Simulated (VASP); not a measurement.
# CdCo2Se3 (I4/mmm) in VASP: single point with PBE

Aim: the single point of CdCo2Se3 with PBE.

All numbers are computed with VASP 6.6.1; they aren't measurements. Logs are shortened: lines on timing, memory, paths and dates and some standing lists are left out, and cuts for length are marked.

### 1 The cell of the first run

Symmetry: I4/mmm, No. 139, tetragonal system. The conventional cell has a = 4.288 Å, b = 4.288 Å, c = 13.292 Å, α = 90.00°, β = 90.00°, γ = 90.00°. Cd (site symmetry 4/mmm) has 12 Se at 3.03 to 3.95 Å and 8 Co at 3.82 Å within 4.0 Å. Within 3.1 Å of Co (site symmetry 4mm) lie 5 Se at 2.33 to 2.36 Å. Se (site symmetry -4m2) has 4 Co at 2.36 Å and 4 Se at 3.03 Å within 3.1 Å. Within 3.1 Å of Se (site symmetry 4/mmm) lie 2 Co at 2.33 Å and 4 Cd at 3.03 Å.

The cell was built from a structure type or drawn by symmetry, and may not be a known phase.

### 2 Single point, PBE, collinear spin, ferromagnetic start

Contents of INCAR:

```
ALGO = Normal ; EDIFF = 1E-7
ENCUT = 520 ; GGA = PE
ISIF = 2 ; ISMEAR = 0
ISPIN = 2 ; KPAR = 4
LASPH = True ; LCHARG = False
LMAXMIX = 4 ; LORBIT = 11
LREAL = False ; LWAVE = False
MAGMOM = 0 0.51 0.51 0 0 0 ; NBANDS = 37
NELM = 150 ; PREC = Accurate
SIGMA = 0.1
```

Contents of KPOINTS:

```
k-points
0
Gamma
  10 10 10
```

Contents of POSCAR:

```
CdCo2Se3
1.0
   -2.1442219050      2.1442219050      6.6459174025
    2.1442219050     -2.1442219050      6.6459174025
    2.1442219050      2.1442219050     -6.6459174025
Cd Co Se
1 2 3
Direct
    0.0000000000      0.0000000000      0.0000000000
    0.6753096601      0.6753096601      0.0000000000
    0.3246903399      0.3246903399      0.0000000000
    0.7500000000      0.2500000000      0.5000000000
    0.2500000000      0.7500000000      0.5000000000
    0.5000000000      0.5000000000      0.0000000000
```

Potentials or basis: VASP PAW PBE potentials, release 64 (Cd, Co, Se).

Run with:

```sh
$ cat potpaw_PBE.64/Cd/POTCAR potpaw_PBE.64/Co/POTCAR potpaw_PBE.64/Se/POTCAR > POTCAR
$ mpirun -np 4 vasp_std > vasp.out
```

OUTCAR:

```text
EDIFF = 1E-7
   ENCUT = 520
   GGA = PE
   ISIF = 2
   ISMEAR = 0
   ISPIN = 2
   LASPH = True
   LORBIT = 11
   LREAL = False
   NELM = 150
   PREC = Accurate

 ion  position               nearest neighbor table
   1  0.000  0.000  0.000-   6 3.03   6 3.03   6 3.03   6 3.03
   2  0.675  0.675  0.000-   6 2.33   4 2.36   5 2.36   4 2.36   5 2.36
   3  0.325  0.325  0.000-   6 2.33   5 2.36   4 2.36   5 2.36   4 2.36
   4  0.750  0.250  0.500-   3 2.36   2 2.36   3 2.36   2 2.36
   5  0.250  0.750  0.500-   3 2.36   2 2.36   3 2.36   2 2.36
   6  0.500  0.500  0.000-   2 2.33   3 2.33   1 3.03   1 3.03   1 3.03   1 3.03

  LATTYP: Found a body centered tetragonal cell.
 ALAT       =     4.2884438100
 C/A-ratio  =     3.0994541129

  Lattice vectors:

 A1 = (  -2.1442219050,   2.1442219050,   6.6459174025)
 A2 = (   2.1442219050,  -2.1442219050,   6.6459174025)
 A3 = (   2.1442219050,   2.1442219050,  -6.6459174025)

Analysis of symmetry for initial positions (statically):
=====================================================================
 Subroutine PRICEL returns:
 Original cell was already a primitive cell.

 Routine SETGRP: Setting up the symmetry group for a
 body centered tetragonal supercell.

 Subroutine GETGRP returns: Found 16 space group operations
 (whereof 16 operations were pure point group operations)
 out of a pool of 16 trial point group operations.

The static configuration has the point symmetry D_4h.

Analysis of symmetry for dynamics (positions and initial velocities):
=====================================================================
 Subroutine PRICEL returns:
 Original cell was already a primitive cell.

 Routine SETGRP: Setting up the symmetry group for a
 body centered tetragonal supercell.

 Subroutine GETGRP returns: Found 16 space group operations
 (whereof 16 operations were pure point group operations)
 out of a pool of 16 trial point group operations.

The dynamic configuration has the point symmetry D_4h.

Analysis of structural, dynamic, and magnetic symmetry:
=====================================================================
 Subroutine PRICEL returns:
 Original cell was already a primitive cell.

 Routine SETGRP: Setting up the symmetry group for a
 body centered tetragonal supercell.

 Subroutine GETGRP returns: Found 16 space group operations
 (whereof 16 operations were pure point group operations)
 out of a pool of 16 trial point group operations.

[... 142 lines left out ...]
  volume of cell :      122.22
 maximum number of plane-waves:      3338
   NGX = 27   NGY = 27   NGZ = 27

 number of electron      48.0000003 magnetization       0.0002689

 number of electron      48.0000003 magnetization      -0.0002622

 Free energy of the ion-electron system (eV)
  ---------------------------------------------------
  ext. energy  EPLUGINS =         0.00000000
  ---------------------------------------------------
  free energy    TOTEN  =       -25.56302747 eV

  energy without entropy =      -25.53948323  energy(sigma->0) =      -25.55125535

 E-fermi :   4.5228     XC(G=0): -10.1863

 val. band max:        4.5137333267   @ k =   0.4000   0.2000   0.0000
 cond. band min:       4.5295423901   @ k =  -0.2000  -0.2000   0.1000
 fundamental gap:      0.0158090634
 Fermi energy:         4.5227917614

 spin component 1

 k-point     1 :       0.0000    0.0000    0.0000
  band No.  band energies     occupation
      1     -10.7460      1.00000
      2      -8.9597      1.00000
      3      -7.7435      1.00000
      4      -3.8665      1.00000
      5      -3.8245      1.00000
      6      -3.8037      1.00000
[... 925 lines left out ...]
     35      12.1144      0.00000
     36      12.9578      0.00000

 [... further k-points ...]

 spin component 2

 k-point     1 :       0.0000    0.0000    0.0000
  band No.  band energies     occupation
      1     -10.7460      1.00000
      2      -8.9597      1.00000
      3      -7.7435      1.00000
      4      -3.8665      1.00000
      5      -3.8245      1.00000
      6      -3.8037      1.00000
[... 925 lines left out ...]
     35      12.1144      0.00000
     36      12.9577      0.00000

 [... further k-points ...]

 [bands above 36 left out]

------------------------ aborting loop because EDIFF is reached ----------------------------------------

  FORCE on cell =-STRESS in cart. coord.  units (eV):
  Direction    XX          YY          ZZ          XY          YZ          ZX
  --------------------------------------------------------------------------------------
  -------------------------------------------------------------------------------------
  Total        0.1161243      0.1161243      0.1207628      0.0000000      0.0000000      0.0000000
  in kB        1.5222265      1.5222265      1.5830305      0.0000000      0.0000000      0.0000000
  external PRESSURE =       1.5424945 kB  Pullay stress =       0.0000000 kB

 VOLUME and BASIS-vectors are now :
 -----------------------------------------------------------------------------
  energy-cutoff  :      520.00
  volume of cell :      122.22
      direct lattice vectors                 reciprocal lattice vectors
    -2.144221905  2.144221905  6.645917403     0.000000000  0.233184820  0.075234158
     2.144221905 -2.144221905  6.645917403     0.233184820  0.000000000  0.075234158
     2.144221905  2.144221905 -6.645917403     0.233184820  0.233184820  0.000000000

 POSITION                                       TOTAL-FORCE (eV/Angst)
 -----------------------------------------------------------------------------------
      0.00000      0.00000      0.00000         0.000000      0.000000     -0.000000
      0.00000      0.00000      8.97610         0.000000      0.000000     -0.007722
      0.00000      0.00000      4.31573        -0.000000     -0.000000      0.007722
      0.00000      2.14422      3.32296         0.000000      0.000000     -0.000000
      2.14422      0.00000      3.32296         0.000000      0.000000      0.000000
      0.00000      0.00000      6.64592         0.000000      0.000000     -0.000000
 -----------------------------------------------------------------------------------
    total drift:                                0.000000     -0.000000      0.000000

  FREE ENERGIE OF THE ION-ELECTRON SYSTEM (eV)
  ---------------------------------------------------
  free  energy   TOTEN  =       -25.5630274729 eV

  energy  without entropy=      -25.5394832265  energy(sigma->0) =      -25.55125535

 total charge

# of ion       s       p       d       tot
------------------------------------------
    1        0.545   0.119   9.540  10.204
    2        0.411   0.435   7.458   8.304
    3        0.411   0.435   7.458   8.304
    4        1.475   2.277   0.095   3.848
    5        1.475   2.277   0.095   3.848
    6        1.471   2.259   0.056   3.786
--------------------------------------------------
tot          5.787   7.803  24.704  38.294

 magnetization (x)

# of ion       s       p       d       tot
------------------------------------------
    1        0.000   0.000   0.000   0.000
    2       -0.000  -0.000  -0.000  -0.000
    3       -0.000  -0.000  -0.000  -0.000
    4       -0.000   0.000  -0.000   0.000
    5       -0.000   0.000  -0.000   0.000
    6        0.000  -0.000  -0.000  -0.000
--------------------------------------------------
tot         -0.000  -0.000  -0.000  -0.000
```

OSZICAR:

```text
N       E                     dE             d eps       ncg     rms          rms(c)
DAV:   1     0.379368694384E+03    0.37937E+03   -0.20685E+04 15096   0.128E+03
DAV:   2     0.780073472660E+01   -0.37157E+03   -0.34660E+03 15431   0.316E+02
DAV:   3    -0.264260246153E+02   -0.34227E+02   -0.32541E+02 17959   0.106E+02
[... 11 lines left out ...]
DAV:  15    -0.255630213231E+02   -0.48779E-04   -0.11918E-04 22059   0.108E-01    0.145E-02
DAV:  16    -0.255630260633E+02   -0.47403E-05   -0.16738E-05 22123   0.276E-02    0.853E-03
DAV:  17    -0.255630270756E+02   -0.10123E-05   -0.38652E-06 22029   0.189E-02    0.363E-03
DAV:  18    -0.255630273112E+02   -0.23558E-06   -0.50416E-07 16100   0.575E-03    0.173E-03
DAV:  19    -0.255630274274E+02   -0.11615E-06   -0.37255E-08  9527   0.198E-03    0.764E-04
DAV:  20    -0.255630274729E+02   -0.45497E-07   -0.29481E-08  8693   0.161E-03
   1 F= -.25563027E+02 E0= -.25551255E+02  d E =-.235442E-01  mag=     0.0001
```

Wall time 10 min (4 MPI ranks of Intel Xeon Platinum 8375C at 2.90GHz (Ice Lake), shared host); peak memory 1 GiB.

Results:

```yaml
Free_energy: -25.5630 eV
Pressure: 0.2 GPa
Largest_force: 0.008 eV/Å
Band_gap_on_the_k_mesh: zero (filled and empty bands overlap)
Net_moment: 0.00 μB per cell
Valence_electrons_inside_the_program's_atomic_spheres: Cd 10.20; Co 8.30; Se 3.85, 3.79 (each value once)
```

Forces on the atoms (eV/Å):
```
Cd   0.000  0.000  0.000
Co   0.000  0.000 -0.008
Co   0.000  0.000  0.008
Se   0.000  0.000  0.000
Se   0.000  0.000  0.000
Se   0.000  0.000  0.000
```

Levels at points of the mesh, in eV from the Fermi level:
Spin up:
```
           k point  band 22  band 23  band 24  band 25  band 26  band 27
(0.00, 0.00, 0.00)    -0.43    -0.43    -0.23     1.30     1.40     1.40
(0.50, 0.00, 0.00)    -0.83    -0.38     0.14     0.40     0.87     0.93
(0.50, 0.50, 0.00)    -1.07    -0.78    -0.65    -0.56    -0.35     3.10
(0.50, 0.50, 0.50)    -0.35    -0.23     0.40     0.40     0.96     0.96
```
Spin down:
| k point | band 21 | band 22 | band 23 | band 24 | band 25 | band 26 | band 27 | band 28 |
| --- | --- | --- | --- | --- | --- | --- | --- | --- |
| (0.00, 0.00, 0.00) | -0.69 | -0.43 | -0.43 | -0.23 | 1.30 | 1.40 | 1.40 | 1.51 |
| (0.50, 0.00, 0.00) | -0.90 | -0.83 | -0.38 | 0.14 | 0.40 | 0.87 | 0.93 | 2.37 |
| (0.50, 0.50, 0.00) | -1.26 | -1.07 | -0.78 | -0.65 | -0.56 | -0.35 | 3.10 | 3.10 |
| (0.50, 0.50, 0.50) | -0.67 | -0.35 | -0.23 | 0.40 | 0.40 | 0.96 | 0.96 | 1.54 |

With open d or f shells a metallic result of PBE can be an artefact of self-interaction; +U or a hybrid may open a gap.
